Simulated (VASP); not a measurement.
# ZnO (Fm-3m) in VASP: notebook

Runs on ZnO. Level: PBE. Tasks: single point.

All numbers are computed with VASP 6.6.1; they aren't measurements. Logs are shortened: lines on timing, memory, paths and dates and some standing lists are left out, and cuts for length are marked.

## (1) The cell of the first run

The structure is cubic, space group Fm-3m (No. 225). Conventional cell: a = 4.268 Å, b = 4.268 Å, c = 4.268 Å, α = 90.00°, β = 90.00°, γ = 90.00°. Zn (site symmetry m-3m) has 6 O at 2.13 Å within 2.8 Å. O (site symmetry m-3m) has 6 Zn at 2.13 Å within 2.8 Å.

## (2) Single point, PBE

INCAR reads:

```
SYSTEM = ZnO
PREC = Accurate ; ENCUT = 910
EDIFF = 1E-6 ; ISMEAR = 0
SIGMA = 0.01 ; LREAL = .False.
LASPH = .True. ; NELM = 120
ALGO = Normal ; ISIF = 2
LWAVE = .False. ; LCHARG = .False.
GGA = PE ; NBANDS = 16
GGA_COMPAT = .False.
```

KPOINTS reads:

```
regular mesh
0
Gamma
  4 4 4
  0 0 0
```

POSCAR reads:

```
ZnO
1.0
    0.0000000000      2.1337703828      2.1337703828
    2.1337703828      0.0000000000      2.1337703828
    2.1337703828      2.1337703828      0.0000000000
Zn O
1 1
Direct
    0.0000000000      0.0000000000      0.0000000000
    0.5000000000      0.5000000000      0.5000000000
```

Potentials or basis: VASP PAW PBE potentials, release 64 (Zn, O_h).

The run is started by

```
$ cat potpaw_PBE.64/Zn/POTCAR potpaw_PBE.64/O_h/POTCAR > POTCAR
$ mpirun -np 1 vasp_std > vasp.out
```

OUTCAR:

```text
SYSTEM = ZnO
   PREC = Accurate
   ENCUT = 910
   EDIFF = 1E-6
   ISMEAR = 0
   LREAL = .False.
   LASPH = .True.
   NELM = 120
   ISIF = 2
   GGA = PE

 ion  position               nearest neighbor table
   1  0.000  0.000  0.000-   2 2.13   2 2.13   2 2.13   2 2.13   2 2.13   2 2.13
   2  0.500  0.500  0.500-   1 2.13   1 2.13   1 2.13   1 2.13   1 2.13   1 2.13

  LATTYP: Found a face centered cubic cell.
 ALAT       =     4.2675407656

  Lattice vectors:

 A1 = (   0.0000000000,   2.1337703828,   2.1337703828)
 A2 = (   2.1337703828,   0.0000000000,   2.1337703828)
 A3 = (   2.1337703828,   2.1337703828,   0.0000000000)

Analysis of symmetry for initial positions (statically):
=====================================================================
 Subroutine PRICEL returns:
 Original cell was already a primitive cell.

 Routine SETGRP: Setting up the symmetry group for a
 face centered cubic supercell.

 Subroutine GETGRP returns: Found 48 space group operations
 (whereof 48 operations were pure point group operations)
 out of a pool of 48 trial point group operations.

The static configuration has the point symmetry O_h .

Analysis of symmetry for dynamics (positions and initial velocities):
=====================================================================
 Subroutine PRICEL returns:
 Original cell was already a primitive cell.

 Routine SETGRP: Setting up the symmetry group for a
 face centered cubic supercell.

 Subroutine GETGRP returns: Found 48 space group operations
 (whereof 48 operations were pure point group operations)
 out of a pool of 48 trial point group operations.

The dynamic configuration has the point symmetry O_h .

 Subroutine INISYM returns: Found 48 space group operations
 (whereof 48 operations are pure point group operations),
 and found     1 'primitive' translations

----------------------------------------------------------------------------------------

                                     Primitive cell

  volume of cell :      19.4300

  direct lattice vectors                    reciprocal lattice vectors
     0.000000000  2.133770383  2.133770383    -0.234326994  0.234326994  0.234326994
     2.133770383  0.000000000  2.133770383     0.234326994 -0.234326994  0.234326994
     2.133770383  2.133770383  0.000000000     0.234326994  0.234326994 -0.234326994

  length of vectors
     3.017607014  3.017607014  3.017607014     0.405866259  0.405866259  0.405866259

  position of ions in fractional coordinates (direct lattice)
     0.000000000  0.000000000  0.000000000
     0.500000000  0.500000000  0.500000000

  ion indices of the primitive-cell ions
   primitive index   ion index
                 1           1
                 2           2

----------------------------------------------------------------------------------------

 KPOINTS: regular mesh

Automatic generation of k-mesh.
 Grid dimensions read from file:
 generate k-points for:    4    4    4

 Generating k-lattice:

  Cartesian coordinates                     Fractional coordinates (reciprocal lattice)
    -0.058581749  0.058581749  0.058581749     0.250000000  0.000000000  0.000000000
     0.058581749 -0.058581749  0.058581749     0.000000000  0.250000000  0.000000000
     0.058581749  0.058581749 -0.058581749     0.000000000  0.000000000  0.250000000

  Length of vectors
     0.101466565  0.101466565  0.101466565

  Shift w.r.t. Gamma in fractional coordinates (k-lattice)
     0.000000000  0.000000000  0.000000000

 Subroutine IBZKPT returns following result:
 ===========================================

 Found      8 irreducible k-points:

 Following reciprocal coordinates:
            Coordinates               Weight
  0.000000  0.000000  0.000000      1.000000
  0.250000  0.000000  0.000000      8.000000
  0.500000  0.000000  0.000000      4.000000
  0.250000  0.250000  0.000000      6.000000
  0.500000  0.250000  0.000000     24.000000
 -0.250000  0.250000  0.000000     12.000000
  0.500000  0.500000  0.000000      3.000000
 -0.250000  0.500000  0.250000      6.000000
   k-points           NKPTS =      8   k-points in BZ     NKDIM =      8   number of bands    NBANDS=     16
   number of dos      NEDOS =    301   number of ions     NIONS =      2
   total plane-waves  NPLWV =  27000
   dimension x,y,z NGX =    30 NGY =   30 NGZ =   30
   dimension x,y,z NGXF=    60 NGYF=   60 NGZF=   60
   ions per type =               1   1
   NGX,Y,Z   is equivalent  to a cutoff of  16.53, 16.53, 16.53 a.u.
   NGXF,Y,Z  is equivalent  to a cutoff of  33.06, 33.06, 33.06 a.u.
 SYSTEM =  ZnO
   PREC   = accura    normal or accurate (medium, high low for compatibility)
   ISTART =      0    job   : 0-new  1-cont  2-samecut
   ICHARG =      2    charge: 1-file 2-atom 10-const
   ISPIN  =      1    spin polarized calculation?
   LNONCOLLINEAR =      F non collinear calculations
   LSORBIT =      F    spin-orbit coupling
   LASPH  =      T    aspherical Exc in radial PAW
   ENCUT  =  910.0 eV  66.88 Ry    8.18 a.u.   7.42  7.42  7.42*2*pi/ulx,y,z
   NELM   =    120;   NELMIN=  2; NELMDL= -5     # of ELM steps
   EDIFF  = 0.1E-05   stopping-criterion for ELM
   LREAL  =      F    real-space projection
   EDIFFG = 0.1E-04   stopping-criterion for IOM
   NSW    =      0    number of steps for IOM
   IBRION =     -1    ionic relax: 0-MD 1-quasi-New 2-CG
   NFREE  =      0    steps in history (QN), initial steepest desc. (CG)
   ISIF   =      2    stress and relaxation
   ISYM   =      2    0-nonsym 1-usesym 2-fastsym
   POTIM  = 0.5000    time-step for ionic-motion
   TEBEG  =    0.0;   TEEND  =   0.0 temperature during run
   PSTRESS=    0.0 pullay stress
   NELECT =      18.0000    total number of electrons
   NUPDOWN=      -1.0000    fix difference up-down
   EMIN   =  10.00;   EMAX   =-10.00  energy-range for DOS
   EFERMI =   0.00;   METHOD = LEGACY
   ISMEAR =     0;   SIGMA  =   0.01  broadening in eV -4-tet -1-fermi 0-gaus
   EFERMI_NEDOS =   21; number of points for ismear=-14 and -15
   IALGO  =     38    algorithm
   IMIX   =      4    mixing-type and parameters
     AMIX     =   0.40;   BMIX     =  1.00
     AMIX_MAG =   1.60;   BMIX_MAG =  1.00
  volume/ion in A,a.u.               =       9.72        65.56
  Fermi-wavevector in a.u.,A,eV,Ry     =   1.595908  3.015830 34.653003  2.546924
  Thomas-Fermi vector in A             =   2.693754
   LORBIT       =      0    0 simple, 1 ext, 2 COOP (PROOUT), +10 PAW based schemes
   GGA     = PE    functional components
   LHFCALC =     F    Hartree Fock is set to
   AEXX    =    0.0000 exact exchange contribution
   IVDW    =     0    specifies the selected vdW correction
   LEPSILON=     F    determine dielectric tensor
   LRPA    =     F    only Hartree local field effects (RPA)
 non-spin polarized calculation
 Gauss-broadening in eV      SIGMA  =   0.01
  energy-cutoff  :      910.00
  volume of cell :       19.43
 maximum number of plane-waves:      1243
 NGX is ok and might be reduce to    30
   NGX = 15   NGY = 15   NGZ = 15

 number of electron      18.0000004 magnetization

 Free energy of the ion-electron system (eV)
  ---------------------------------------------------
  ext. energy  EPLUGINS =         0.00000000
  ---------------------------------------------------
  free energy    TOTEN  =        -8.57657978 eV

  energy without entropy =       -8.57657978  energy(sigma->0) =       -8.57657978

 E-fermi :   3.3957     XC(G=0): -12.3424

 val. band max:        3.2489106950   @ k =   0.5000   0.0000   0.0000
 cond. band min:       4.1524507963   @ k =   0.0000   0.0000   0.0000
 fundamental gap:      0.9035401012
 Fermi energy:         3.3956960394

 k-point     1 :       0.0000    0.0000    0.0000
  band No.  band energies     occupation
      1     -15.4256      2.00000
      2      -1.6550      2.00000
      3      -1.6550      2.00000
      4      -1.6550      2.00000
      5      -1.4349      2.00000
      6      -1.4349      2.00000
[... 8 lines left out ...]
     15      22.7456      0.00000
     16      22.7456      0.00000

 k-point     2 :       0.2500    0.0000    0.0000
  band No.  band energies     occupation
      1     -14.7961      2.00000
      2      -2.5642      2.00000
      3      -2.1257      2.00000
      4      -2.1257      2.00000
      5      -1.4229      2.00000
      6      -1.4229      2.00000
[... 8 lines left out ...]
     15      24.3099      0.00000
     16      24.3099      0.00000

 k-point     3 :       0.5000    0.0000    0.0000
  band No.  band energies     occupation
      1     -14.0305      2.00000
      2      -4.2226      2.00000
      3      -2.6173      2.00000
      4      -2.6173      2.00000
      5      -1.2214      2.00000
      6      -1.2214      2.00000
[... 8 lines left out ...]
     15      27.9685      0.00000
     16      27.9685      0.00000

 k-point     4 :       0.2500    0.2500    0.0000
  band No.  band energies     occupation
      1     -14.6496      2.00000
      2      -2.8441      2.00000
      3      -1.8739      2.00000
      4      -1.5731      2.00000
      5      -1.5731      2.00000
      6      -1.3319      2.00000
[... 8 lines left out ...]
     15      29.7203      0.00000
     16      30.3379      0.00000

 k-point     5 :       0.5000    0.2500    0.0000
  band No.  band energies     occupation
      1     -13.9816      2.00000
      2      -3.2061      2.00000
      3      -2.4444      2.00000
      4      -2.1330      2.00000
      5      -1.3452      2.00000
      6      -1.1718      2.00000
[... 8 lines left out ...]
     15      29.4050      0.00000
     16      29.7562      0.00000

 k-point     6 :      -0.2500    0.2500    0.0000
  band No.  band energies     occupation
      1     -14.1501      2.00000
      2      -3.3688      2.00000
      3      -2.4736      2.00000
      4      -2.2763      2.00000
      5      -1.3555      2.00000
      6      -1.1680      2.00000
[... 8 lines left out ...]
     15      25.5413      0.00000
     16      26.7805      0.00000

 k-point     7 :       0.5000    0.5000    0.0000
  band No.  band energies     occupation
      1     -13.9166      2.00000
      2      -2.4114      2.00000
      3      -2.0938      2.00000
      4      -1.2285      2.00000
      5      -1.1060      2.00000
      6      -1.1060      2.00000
[... 8 lines left out ...]
     15      30.1506      0.00000
     16      34.5978      0.00000

 k-point     8 :      -0.2500    0.5000    0.2500
  band No.  band energies     occupation
      1     -13.8178      2.00000
      2      -2.4461      2.00000
      3      -2.3941      2.00000
      4      -2.3941      2.00000
      5      -1.1057      2.00000
      6      -0.8921      2.00000
[... 8 lines left out ...]
     15      24.4063      0.00000
     16      32.0359      0.00000

------------------------ aborting loop because EDIFF is reached ----------------------------------------

  FORCE on cell =-STRESS in cart. coord.  units (eV):
  Direction    XX          YY          ZZ          XY          YZ          ZX
  --------------------------------------------------------------------------------------
  -------------------------------------------------------------------------------------
  Total        1.0617257      1.0617257      1.0617257      0.0000000      0.0000000      0.0000000
  in kB       87.5487329     87.5487329     87.5487329      0.0000000      0.0000000      0.0000000
  external PRESSURE =      87.5487329 kB  Pullay stress =       0.0000000 kB

 VOLUME and BASIS-vectors are now :
 -----------------------------------------------------------------------------
  energy-cutoff  :      910.00
  volume of cell :       19.43
      direct lattice vectors                 reciprocal lattice vectors
     0.000000000  2.133770383  2.133770383    -0.234326994  0.234326994  0.234326994
     2.133770383  0.000000000  2.133770383     0.234326994 -0.234326994  0.234326994
     2.133770383  2.133770383  0.000000000     0.234326994  0.234326994 -0.234326994

 POSITION                                       TOTAL-FORCE (eV/Angst)
 -----------------------------------------------------------------------------------
      0.00000      0.00000      0.00000         0.000000     -0.000000      0.000000
      2.13377      2.13377      2.13377         0.000000      0.000000     -0.000000
 -----------------------------------------------------------------------------------
    total drift:                                0.000000      0.000000      0.000000

  FREE ENERGIE OF THE ION-ELECTRON SYSTEM (eV)
  ---------------------------------------------------
  free  energy   TOTEN  =        -8.5765797831 eV

  energy  without entropy=       -8.5765797831  energy(sigma->0) =       -8.57657978
```

Wall time 6.8 s (1 thread of Intel Xeon Platinum 8375C at 2.90GHz (Ice Lake), shared host); peak memory 0.16 GiB.

What came out:

```
Free energy            : -8.5766 eV
Pressure               : 8.8 GPa
Band gap on the k mesh : 0.90 eV, indirect (least direct gap 2.30 eV)
```

Levels at points of the mesh, in eV from the valence-band top:
```csv
k point,band 5,band 6,band 7,band 8,band 9,band 10,band 11,band 12,band 13,band 14
"(0.00, 0.00, 0.00)",-4.68,-4.68,-1.39,-1.39,-1.39,0.90,18.01,18.01,18.01,18.32
"(0.50, 0.00, 0.00)",-4.47,-4.47,-3.64,0.00,0.00,5.43,9.16,12.83,12.83,19.36
"(0.50, 0.50, 0.00)",-4.35,-4.35,-4.03,-2.85,-2.85,4.23,10.72,11.27,15.48,15.48
```

Caveat: the k points lie up to 0.64 Å⁻¹ apart; the cutoff is under 1.25 times the usual one of these potentials, so pressure, stress and relaxed cells hold a basis-set (Pulay) error.

[end of part 1 of 2]
